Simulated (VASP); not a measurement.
# Ge (P6_3/mmc) in VASP: further runs

Ge is run at these levels: BLYP; tasks: relaxation of cell and atoms, single point.

All numbers are computed with VASP 6.6.1; they aren't measurements. Logs are shortened: lines on timing, memory, paths and dates and some standing lists are left out, and cuts for length are marked.

### Step 1. The cell of the first run

The structure is hexagonal, space group P6_3/mmc (No. 194). The conventional cell has a = 3.008 Å, b = 3.008 Å, c = 4.911 Å, α = 90.00°, β = 90.00°, γ = 120.00°. Within 4.0 Å of Ge (site symmetry -6m2) lie 12 Ge at 3.01 Å.

### Step 2. Relaxation of cell and atoms, BLYP

INCAR

```
SYSTEM = Ge
AGGAC = 1.0
AGGAX = 1.0
ALDAC = 0.0
ALDAX = 1.0
ALGO = Normal
EDIFF = 1E-6
EDIFFG = -0.01
ENCUT = 600
GGA = B5
IBRION = 2
ISIF = 3
ISMEAR = -1
LASPH = .TRUE.
LCHARG = .FALSE.
LREAL = .FALSE.
LWAVE = .FALSE.
NELM = 60
NSW = 80
PREC = Accurate
SIGMA = 0.1
```

KPOINTS

```
k-points
0
G
  12 12 7
  0 0 0
```

POSCAR

```
Ge
1.0
    3.0076538696      0.0000000000      0.0000000000
   -1.5038269348      2.6047046568      0.0000000000
    0.0000000000      0.0000000000      4.9114987690
Ge
2
Direct
    0.3333333333      0.6666666667      0.2500000000
    0.6666666667      0.3333333333      0.7500000000
```

Potentials or basis: VASP PAW PBE potentials, release 64 (Ge_d).

Started as:

```console
$ cat potpaw_PBE.64/Ge_d/POTCAR > POTCAR
$ mpirun -np 1 vasp_std > vasp.out
```

OUTCAR:

```text
SYSTEM = Ge
   EDIFF = 1E-6
   EDIFFG = -0.01
   ENCUT = 600
   GGA = B5
   IBRION = 2
   ISIF = 3
   ISMEAR = -1
   LASPH = .TRUE.
   LREAL = .FALSE.
   NELM = 60
   NSW = 80
   PREC = Accurate

 ion  position               nearest neighbor table
   1  0.333  0.667  0.250-
   2  0.667  0.333  0.750-

  LATTYP: Found a hexagonal cell.
 ALAT       =     3.0076538696
 C/A-ratio  =     1.6330000000

  Lattice vectors:

 A1 = (   3.0076538696,   0.0000000000,   0.0000000000)
 A2 = (  -1.5038269348,   2.6047046568,   0.0000000000)
 A3 = (   0.0000000000,   0.0000000000,   4.9114987690)

Analysis of symmetry for initial positions (statically):
=====================================================================
 Subroutine PRICEL returns:
 Original cell was already a primitive cell.

 Routine SETGRP: Setting up the symmetry group for a
 hexagonal supercell.

 Subroutine GETGRP returns: Found 24 space group operations
 (whereof 12 operations were pure point group operations)
 out of a pool of 24 trial point group operations.

The static configuration has the point symmetry D_3d.
 The point group associated with its full space group is D_6h.

Analysis of symmetry for dynamics (positions and initial velocities):
=====================================================================
 Subroutine PRICEL returns:
 Original cell was already a primitive cell.

 Routine SETGRP: Setting up the symmetry group for a
 hexagonal supercell.

 Subroutine GETGRP returns: Found 24 space group operations
 (whereof 12 operations were pure point group operations)
 out of a pool of 24 trial point group operations.

The dynamic configuration has the point symmetry D_3d.
 The point group associated with its full space group is D_6h.

 Subroutine INISYM returns: Found 24 space group operations
 (whereof 12 operations are pure point group operations),
 and found     1 'primitive' translations

----------------------------------------------------------------------------------------

                                     Primitive cell

  volume of cell :      38.4769

  direct lattice vectors                    reciprocal lattice vectors
     3.007653870  0.000000000  0.000000000     0.332485068  0.191960343  0.000000000
    -1.503826935  2.604704657  0.000000000     0.000000000  0.383920687  0.000000000
     0.000000000  0.000000000  4.911498769     0.000000000  0.000000000  0.203603838

  length of vectors
     3.007653870  3.007653870  4.911498769     0.383920687  0.383920687  0.203603838

  position of ions in fractional coordinates (direct lattice)
     0.333333333  0.666666667  0.250000000
[... 98 lines left out ...]
     AMIX_MAG =   1.60;   BMIX_MAG =  1.00
  volume/ion in A,a.u.               =      19.24       129.83
  Fermi-wavevector in a.u.,A,eV,Ry     =   1.472518  2.782656 29.501652  2.168310
  Thomas-Fermi vector in A             =   2.587523
   LORBIT       =      0    0 simple, 1 ext, 2 COOP (PROOUT), +10 PAW based schemes
   GGA     = B5    functional components
   LHFCALC =     F    Hartree Fock is set to
   AEXX    =    0.0000 exact exchange contribution
   IVDW    =     0    specifies the selected vdW correction
   LEPSILON=     F    determine dielectric tensor
   LRPA    =     F    only Hartree local field effects (RPA)
 conjugate gradient relaxation of ions
 non-spin polarized calculation
  energy-cutoff  :      600.00
  volume of cell :       38.48
 maximum number of plane-waves:      1308
   NGX = 13   NGY = 13   NGZ = 19

--------------------------------------- Ionic step        1  -------------------------------------------

 number of electron      28.0000036 magnetization

 Free energy of the ion-electron system (eV)
  ---------------------------------------------------
  ext. energy  EPLUGINS =         0.00000000
  ---------------------------------------------------
  free energy    TOTEN  =        -6.55801934 eV

  energy without entropy =       -6.51859738  energy(sigma->0) =       -6.53830836

------------------------ aborting loop because EDIFF is reached ----------------------------------------

  FORCE on cell =-STRESS in cart. coord.  units (eV):
  Direction    XX          YY          ZZ          XY          YZ          ZX
  --------------------------------------------------------------------------------------
  -------------------------------------------------------------------------------------
  Total        1.8686451      1.8686451      1.2325628      0.0000000     -0.0000000      0.0000000
  in kB       77.8102887     77.8102887     51.3238521      0.0000000     -0.0000000      0.0000000
  external PRESSURE =      68.9814765 kB  Pullay stress =       0.0000000 kB
[... 59 lines left out ...]
--------------------------------------- Ionic step        3  -------------------------------------------

 number of electron      28.0000010 magnetization

 E-fermi :   5.7457     XC(G=0):  -9.9817

 val. band max:        5.7456252495   @ k =   0.3333   0.2500   0.0000
 cond. band min:       5.7478637193   @ k =   0.2500   0.2500   0.1429
 fundamental gap:      0.0022384697
 Fermi energy:         5.7456824496

 k-point     1 :       0.0000    0.0000    0.0000
  band No.  band energies     occupation
      1     -18.9490      2.00000
      2     -18.9489      2.00000
      3     -18.9464      2.00000
      4     -18.9464      2.00000
      5     -18.9421      2.00000
      6     -18.9421      2.00000
[... 524 lines left out ...]
  FREE ENERGIE OF THE ION-ELECTRON SYSTEM (eV)
  ---------------------------------------------------
  free  energy   TOTEN  =        -6.6603263544 eV

  energy  without entropy=       -6.6242805682  energy(sigma->0) =       -6.64230346

[... ionic steps 4 to 9 ...]

--------------------------------------- Ionic step       10  -------------------------------------------

 number of electron      28.0000027 magnetization

------------------------ aborting loop because EDIFF is reached ----------------------------------------
[... 67 lines left out ...]
--------------------------------------- Ionic step       12  -------------------------------------------

 number of electron      28.0000027 magnetization

 Free energy of the ion-electron system (eV)
  ---------------------------------------------------
  ext. energy  EPLUGINS =         0.00000000
  ---------------------------------------------------
  free energy    TOTEN  =        -6.66861482 eV

  energy without entropy =       -6.64090564  energy(sigma->0) =       -6.65476023

 E-fermi :   5.8602     XC(G=0): -10.0371

 val. band max:        5.8162054334   @ k =   0.3333   0.2500   0.0000
 cond. band min:       5.8806478873   @ k =   0.4167   0.1667   0.4286
 fundamental gap:      0.0644424539
 Fermi energy:         5.8601557773

 k-point     1 :       0.0000    0.0000    0.0000
  band No.  band energies     occupation
      1     -18.8404      2.00000
      2     -18.8404      2.00000
      3     -18.8388      2.00000
      4     -18.8352      2.00000
      5     -18.8352      2.00000
      6     -18.8324      2.00000
[... 524 lines left out ...]
  FREE ENERGIE OF THE ION-ELECTRON SYSTEM (eV)
  ---------------------------------------------------
  free  energy   TOTEN  =        -6.6686148199 eV

  energy  without entropy=       -6.6409056374  energy(sigma->0) =       -6.65476023

 reached required accuracy - stopping structural energy minimisation
```

CONTCAR:

```text
Ge
   1.00000000000000
     3.1846728329237575   -0.0000000000000000    0.0000000000000000
    -1.5923364164618787    2.7580075759784735   -0.0000000000000000
     0.0000000000000000   -0.0000000000000000    4.9200694613152187
  Ge
     2
Direct
     0.3333333332999970    0.6666666667000030    0.2500000000000000
     0.6666666667000030    0.3333333332999970    0.7500000000000000

  0.00000000E+00  0.00000000E+00  0.00000000E+00
  0.00000000E+00  0.00000000E+00  0.00000000E+00
```

Run time: 4.8 min. Hardware: 1 thread of Intel Xeon 6975P-C, shared host; peak memory 0.2 GiB.

Results:

- Free energy: -6.6686 eV
- Relaxed volume: 21.61 Å³/atom
- Relaxed cell: a = 3.185 Å, b = 3.185 Å, c = 4.920 Å, α = 90.00°, β = 90.00°, γ = 120.00°
- Space group after relaxing (to 0.05 Å): P6_3/mmc (No. 194)
- Energy gained by relaxing: 55.3 meV/atom
- Ionic steps: 12
- Pressure after relaxing: 0.0 GPa
- Band gap on the k mesh: zero (band 14 reaches 11.15 eV, above the bottom of band 15 at 3.57 eV)

Step by step:
```
step  energy change (eV)  largest force (eV/Å)  pressure (GPa)  volume (Å³)
   1              0.0000                0.0000            6.90        38.48
   2             -0.1024                0.0000            0.26        43.27
   3             -0.1023                0.0000           -0.49        43.73
   4             -0.1025                0.0000           -0.16        43.52
   5             -0.1064                0.0000           -0.38        43.49
   6             -0.1098                0.0000           -0.05        43.37
   7             -0.1104                0.0000           -0.06        43.41
   8             -0.1105                0.0000           -0.33        43.41
   9             -0.1104                0.0000            0.21        43.00
  10             -0.1106                0.0000           -0.06        43.24
  11             -0.1106                0.0000            0.05        43.19
  12             -0.1106                0.0000           -0.02        43.21
```

Final structure:
```
Ge
1.0
     3.18467    0.00000    0.00000
    -1.59234    2.75801    0.00000
     0.00000    0.00000    4.92007
Ge
2
Direct
  0.33333 0.66667 0.25000
  0.66667 0.33333 0.75000
```

Caveat: the PAW data sets were made with another functional, which shifts forces and pressure a little.

### Step 3. Single point, BLYP

This run uses another cell than the first one, of 21.56 Å³/atom, 1.121 times its volume.

INCAR

```
  AGGAC = 1.0
  AGGAX = 1.0
  ALDAC = 0.0
  ALDAX = 1.0
  ALGO = Normal
  EDIFF = 1E-6
  ENCUT = 520
  GGA = B5
  ISIF = 2
  ISMEAR = -1
  LASPH = True
  LCHARG = False
  LREAL = False
  LWAVE = False
  NBANDS = 21
  NELM = 100
  PREC = Accurate
  SIGMA = 0.1
```

KPOINTS

```
k-points
0
Gamma
  19 19 11
```

POSCAR

```
Ge
1.0
    3.1814199281      0.0000000000      0.0000000000
   -1.5907099641      2.7551904779      0.0000000000
    0.0000000000      0.0000000000      4.9203052324
Ge
2
Direct
    0.3333333333      0.6666666667      0.2500000000
    0.6666666667      0.3333333333      0.7500000000
```

Potentials or basis: VASP PAW PBE potentials, release 64 (Ge_d).

Started as:

```console
$ cat potpaw_PBE.64/Ge_d/POTCAR > POTCAR
$ mpirun -np 1 vasp_std > vasp.out
```

It took 93 s on 1 thread of Intel Xeon 6975P-C, shared host; peak memory 0.29 GiB.

The run converged. Its results:

| Quantity | Value |
| --- | --- |
| Free energy | -6.6569 eV |
| Pressure | 0.2 GPa |
| Band gap on the k mesh | zero (band 14 reaches 11.28 eV, above the bottom of band 15 at 3.63 eV) |

Stress tensor (GPa, compression positive):
```
-0.55  0.00  0.00
 0.00 -0.55  0.00
 0.00  0.00  1.77
```

Levels at points of the mesh, in eV from the Fermi level:
```csv
k point,band 11,band 12,band 13,band 14,band 15,band 16,band 17,band 18
"(0.00, 0.00, 0.00)",-12.12,-7.21,-4.47,5.10,5.10,6.94,6.94,8.32
```

Caveat: the PAW data sets were made with another functional, which shifts forces and pressure a little.
